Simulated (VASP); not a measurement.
# Li2Se (Fm-3m) in VASP: electric field gradients with PBE

Aim: the electric field gradients of Li2Se with PBE.

All numbers are computed with VASP 6.6.1; they aren't measurements. Logs are shortened: lines on timing, memory, paths and dates and some standing lists are left out, and cuts for length are marked.

## (1) The cell of the first run

The structure is cubic, space group Fm-3m (No. 225). Conventional cell: a = 6.005 Å, b = 6.005 Å, c = 6.005 Å, α = 90.00°, β = 90.00°, γ = 90.00°. Li (site symmetry -43m) has 4 Se at 2.60 Å and 6 Li at 3.00 Å within 3.4 Å. Se (site symmetry m-3m) has 8 Li at 2.60 Å within 3.4 Å.

## (2) Electric field gradients, PBE

Contents of INCAR:

```
SYSTEM = Li2Se
ALGO     = Normal         ! electronic algorithm
EDIFF    = 1E-8           ! SCF threshold, eV
ENCUT    = 650            ! plane-wave cutoff, eV
GGA      = PE             ! functional
GGA_COMPAT= .False.      
ISIF     = 2              ! what is computed and relaxed
ISMEAR   = 0              ! smearing method
LASPH    = .True.         ! aspherical terms in the spheres
LCHARG   = .False.        ! write CHGCAR
LEFG     = .True.       
LREAL    = .False.        ! projectors in reciprocal space
LWAVE    = .False.        ! write WAVECAR
NBANDS   = 66             ! bands
NELM     = 120            ! most SCF steps
PREC     = Accurate       ! precision mode
SIGMA    = 0.01           ! smearing width, eV
```

Contents of KPOINTS:

```
k-points
0
Gamma
  3 3 3
  0 0 0
```

Contents of POSCAR:

```
Li2Se
1.0
    0.0000000000      6.0050000000      6.0050000000
    6.0050000000      0.0000000000      6.0050000000
    6.0050000000      6.0050000000      0.0000000000
Li Se
16 8
Direct
    0.1250000000      0.1250000000      0.1250000000
    0.1250000000      0.1250000000      0.6250000000
    0.1250000000      0.6250000000      0.1250000000
    0.1250000000      0.6250000000      0.6250000000
    0.6250000000      0.1250000000      0.1250000000
    0.6250000000      0.1250000000      0.6250000000
    0.6250000000      0.6250000000      0.1250000000
    0.6250000000      0.6250000000      0.6250000000
    0.3750000000      0.3750000000      0.3750000000
    0.3750000000      0.3750000000      0.8750000000
    0.3750000000      0.8750000000      0.3750000000
    0.3750000000      0.8750000000      0.8750000000
    0.8750000000      0.3750000000      0.3750000000
    0.8750000000      0.3750000000      0.8750000000
    0.8750000000      0.8750000000      0.3750000000
    0.8750000000      0.8750000000      0.8750000000
    0.0000000000      0.0000000000      0.0000000000
    0.0000000000      0.0000000000      0.5000000000
    0.0000000000      0.5000000000      0.0000000000
    0.0000000000      0.5000000000      0.5000000000
    0.5000000000      0.0000000000      0.0000000000
    0.5000000000      0.0000000000      0.5000000000
    0.5000000000      0.5000000000      0.0000000000
    0.5000000000      0.5000000000      0.5000000000
```

Potentials or basis: VASP PAW PBE potentials, release 64 (Li_sv, Se).

Command:

```console
$ cat potpaw_PBE.64/Li_sv/POTCAR potpaw_PBE.64/Se/POTCAR > POTCAR
$ mpirun -np 1 vasp_std > vasp.out
```

OUTCAR:

```text
SYSTEM = Li2Se
   EDIFF = 1E-8
   ENCUT = 650
   GGA = PE
   ISIF = 2
   ISMEAR = 0
   LASPH = .True.
   LREAL = .False.
   NELM = 120
   PREC = Accurate

 ion  position               nearest neighbor table
   1  0.125  0.125  0.125-  17 2.60  18 2.60  19 2.60  21 2.60
   2  0.125  0.125  0.625-  18 2.60  17 2.60  20 2.60  22 2.60
   3  0.125  0.625  0.125-  19 2.60  17 2.60  20 2.60  23 2.60
   4  0.125  0.625  0.625-  20 2.60  19 2.60  18 2.60  24 2.60
   5  0.625  0.125  0.125-  21 2.60  17 2.60  22 2.60  23 2.60
   6  0.625  0.125  0.625-  22 2.60  21 2.60  18 2.60  24 2.60
[... 8 lines left out ...]
  15  0.875  0.875  0.375-  18 2.60  17 2.60  20 2.60  22 2.60
  16  0.875  0.875  0.875-  17 2.60  18 2.60  19 2.60  21 2.60
  17  0.000  0.000  0.000-   1 2.60  16 2.60   3 2.60   5 2.60  12 2.60  14 2.60  15 2.60   2 2.60
[... 20 lines left out ...]
 A1 = (   0.0000000000,   6.0050000000,   6.0050000000)
 A2 = (   6.0050000000,   0.0000000000,   6.0050000000)
 A3 = (   6.0050000000,   6.0050000000,   0.0000000000)

Analysis of symmetry for initial positions (statically):
=====================================================================
 Subroutine PRICEL returns following result:

  LATTYP: Found a face centered cubic cell.
 ALAT       =     6.0050000000

  Lattice vectors:

 A1 = (   0.0000000000,   3.0025000000,   3.0025000000)
 A2 = (   3.0025000000,   0.0000000000,   3.0025000000)
 A3 = (   3.0025000000,   3.0025000000,   0.0000000000)

   8 primitive cells build up your supercell.

 Routine SETGRP: Setting up the symmetry group for a
 face centered cubic supercell.

 Subroutine GETGRP returns: Found 48 space group operations
 (whereof 48 operations were pure point group operations)
 out of a pool of 48 trial point group operations.

The static configuration has the point symmetry O_h .

Analysis of symmetry for dynamics (positions and initial velocities):
=====================================================================
 Subroutine PRICEL returns following result:

  LATTYP: Found a face centered cubic cell.
 ALAT       =     6.0050000000

  Lattice vectors:

 A1 = (   0.0000000000,   3.0025000000,   3.0025000000)
 A2 = (   3.0025000000,   0.0000000000,   3.0025000000)
 A3 = (   3.0025000000,   3.0025000000,   0.0000000000)
[... 401 lines left out ...]

  FORCE on cell =-STRESS in cart. coord.  units (eV):
  Direction    XX          YY          ZZ          XY          YZ          ZX
  --------------------------------------------------------------------------------------
  -------------------------------------------------------------------------------------
  Total       -0.2169044     -0.2169044     -0.2169044     -0.0000000      0.0000000     -0.0000000
  in kB       -0.8024351     -0.8024351     -0.8024351     -0.0000000      0.0000000     -0.0000000
  external PRESSURE =      -0.8024351 kB  Pullay stress =       0.0000000 kB

 VOLUME and BASIS-vectors are now :
 -----------------------------------------------------------------------------
  energy-cutoff  :      650.00
  volume of cell :      433.08
      direct lattice vectors                 reciprocal lattice vectors
     0.000000000  6.005000000  6.005000000    -0.083263947  0.083263947  0.083263947
     6.005000000  0.000000000  6.005000000     0.083263947 -0.083263947  0.083263947
     6.005000000  6.005000000  0.000000000     0.083263947  0.083263947 -0.083263947

 POSITION                                       TOTAL-FORCE (eV/Angst)
 -----------------------------------------------------------------------------------
      1.50125      1.50125      1.50125        -0.000000     -0.000000      0.000000
      4.50375      4.50375      1.50125        -0.000000     -0.000000      0.000000
      4.50375      1.50125      4.50375        -0.000000     -0.000000      0.000000
      7.50625      4.50375      4.50375        -0.000000     -0.000000      0.000000
      1.50125      4.50375      4.50375        -0.000000     -0.000000      0.000000
      4.50375      7.50625      4.50375        -0.000000     -0.000000      0.000000
[... 16 lines left out ...]
      3.00250      3.00250      6.00500         0.000000      0.000000      0.000000
      6.00500      6.00500      6.00500         0.000000      0.000000      0.000000
 -----------------------------------------------------------------------------------
    total drift:                                0.000000      0.000000      0.000000

  FREE ENERGIE OF THE ION-ELECTRON SYSTEM (eV)
  ---------------------------------------------------
  free  energy   TOTEN  =       -89.0518609489 eV

  energy  without entropy=      -89.0518609489  energy(sigma->0) =      -89.05186095

 Electric field gradients (V/A^2)
---------------------------------------------------------------------
 ion       V_xx      V_yy      V_zz      V_xy      V_xz      V_yz
---------------------------------------------------------------------
   1      -0.000    -0.000     0.000    -0.001    -0.001    -0.001
   2      -0.000    -0.000    -0.000    -0.001    -0.001    -0.001
   3      -0.000    -0.000     0.000    -0.001    -0.001    -0.001
   4      -0.000    -0.000     0.000    -0.001    -0.001    -0.001
   5      -0.000    -0.000    -0.000    -0.001    -0.001    -0.001
   6      -0.000    -0.000     0.000    -0.001    -0.001    -0.001
[... 16 lines left out ...]
  23      -0.000     0.000     0.000    -0.000    -0.000    -0.000
  24      -0.000     0.000     0.000    -0.000    -0.000    -0.000
---------------------------------------------------------------------

 Electric field gradients after diagonalization (V/A^2)
 (convention: |V_zz| > |V_xx| > |V_yy|)
----------------------------------------------------------------------
 ion       V_xx      V_yy      V_zz     asymmetry (V_yy - V_xx)/ V_zz
----------------------------------------------------------------------
   1       0.001     0.001    -0.001       0.000
   2       0.001     0.001    -0.001       0.000
   3       0.001     0.001    -0.001       0.000
   4       0.001     0.001    -0.001       0.000
   5       0.001     0.001    -0.001       0.000
   6       0.001     0.001    -0.001       0.000
[... 16 lines left out ...]
  23       0.000     0.000    -0.000       0.000
  24       0.000     0.000    -0.000       0.000
----------------------------------------------------------------------

           NMR quadrupolar parameters

 Cq : quadrupolar parameter    Cq=e*Q*V_zz/h
 eta: asymmetry parameters     (V_yy - V_xx)/ V_zz
 Q  : nuclear electric quadrupole moment in mb (millibarn)
----------------------------------------------------------------------
 ion       Cq(MHz)       eta       Q (mb)
----------------------------------------------------------------------
   1      -0.000       0.000       1.000
   2      -0.000       0.000       1.000
   3      -0.000       0.000       1.000
   4      -0.000       0.000       1.000
   5      -0.000       0.000       1.000
   6      -0.000       0.000       1.000
[... 16 lines left out ...]
  23      -0.000       0.000       1.000
  24      -0.000       0.000       1.000
----------------------------------------------------------------------
```

OSZICAR:

```text
N       E                     dE             d eps       ncg     rms          rms(c)
DAV:   1     0.793051263920E+03    0.79305E+03   -0.43770E+04   528   0.169E+03
DAV:   2     0.418657815425E+02   -0.75119E+03   -0.69099E+03   608   0.407E+02
DAV:   3    -0.691280896766E+02   -0.11099E+03   -0.11019E+03   746   0.117E+02
[... 13 lines left out ...]
DAV:  17    -0.890518608714E+02    0.15530E-06   -0.35139E-09   448   0.302E-04    0.140E-04
DAV:  18    -0.890518609056E+02   -0.34207E-07   -0.14153E-09   424   0.179E-04    0.984E-05
DAV:  19    -0.890518609360E+02   -0.30424E-07   -0.38893E-10   408   0.131E-04    0.402E-05
DAV:  20    -0.890518609497E+02   -0.13732E-07    0.67128E-11   408   0.774E-05    0.373E-06
DAV:  21    -0.890518609489E+02    0.81309E-09    0.15888E-10   408   0.520E-05
   1 F= -.89051861E+02 E0= -.89051861E+02  d E =-.221916E-43
```

stdout:

```text
POSCAR found type information on POSCAR LiSe
 POSCAR found :  2 types and      24 ions
 scaLAPACK will be used
 -----------------------------------------------------------------------------
|                                                                             |
|                                                                             |
|     You have a (more or less) 'large supercell' and for larger cells it     |
|     might be more efficient to use real-space projection operators.         |
|     Therefore, try LREAL= Auto in the INCAR file.                           |
|     Mind: For very accurate calculation, you might also keep the            |
|     reciprocal projection scheme (i.e. LREAL=.FALSE.).                      |
|                                                                             |
 -----------------------------------------------------------------------------

 LDA part: xc-table for (Slater+PW92), standard interpolation
 POSCAR, INCAR and KPOINTS ok, starting setup
 FFT: planning ... GRIDC
 FFT: planning ... GRID_SOFT
 FFT: planning ... GRID
 WAVECAR not read
 entering main loop
ion   1

ion   2

ion   3

ion   4

ion   5

ion   6

ion   7

ion   8

ion   9

ion  10

ion  11

ion  12

ion  13

ion  14

ion  15

ion  16

ion  17

ion  18

ion  19

ion  20

ion  21

ion  22

ion  23

ion  24
```

Wall time 3.9 min (1 thread of AMD EPYC 9R45 (Zen 5), shared host); peak memory 0.73 GiB.

Results:

```yaml
Free_energy: -89.0519 eV
Pressure: -0.1 GPa
Band_gap_on_the_k_mesh: 2.97 eV
Largest_electric_field_gradient_by_atom: zero within the noise of the run
```
